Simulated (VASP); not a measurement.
The system is SiNi3.

```
Ni Si
1.0
     1.29280    0.74640    7.66199
    -1.29280    0.74640    7.66199
     0.00000   -1.49280    7.66199
Ni Si
3 1
Cartesian
  0.0000 0.0000 5.8553
  0.0000 0.0000 11.4930
  0.0000 0.0000 17.1307
  0.0000 0.0000 0.0000
```

Base run:

- Program: VASP 6.6.1
- Functional: PBEsol
- Potentials or basis: VASP PAW PBE potentials, release 64 (Ni, Si)
- Cutoff: 520 eV
- k mesh: 10 × 10 × 10
- Occupations: fermi-dirac, width 0.05 eV
- Spin: collinear spin, ferromagnetic start
- Starting moments: [1.0, 1.0, 1.0, 0.0] μB
- Fixed moment: 3 μB

Its results: pressure -0.1 GPa; site moments Ni +0.80, +1.13; Si +0.10 μB; largest force 0.612 eV/Å.

Q: The run is repeated on the same cell with these changes: fixed moment from 3 μB to 6 μB; moments at the start from [1.0, 1.0, 1.0, 0.0] to [2.0, 2.0, 2.0, 0.0]. What comes out?

A: Pressure 19.0 GPa; site moments Ni +1.58, +1.73; Si +0.37 μB; largest force 1.733 eV/Å.

Caveats: the PAW data sets were made with another functional, which shifts forces and pressure a little; the total moment is fixed, so each spin has its own Fermi level.
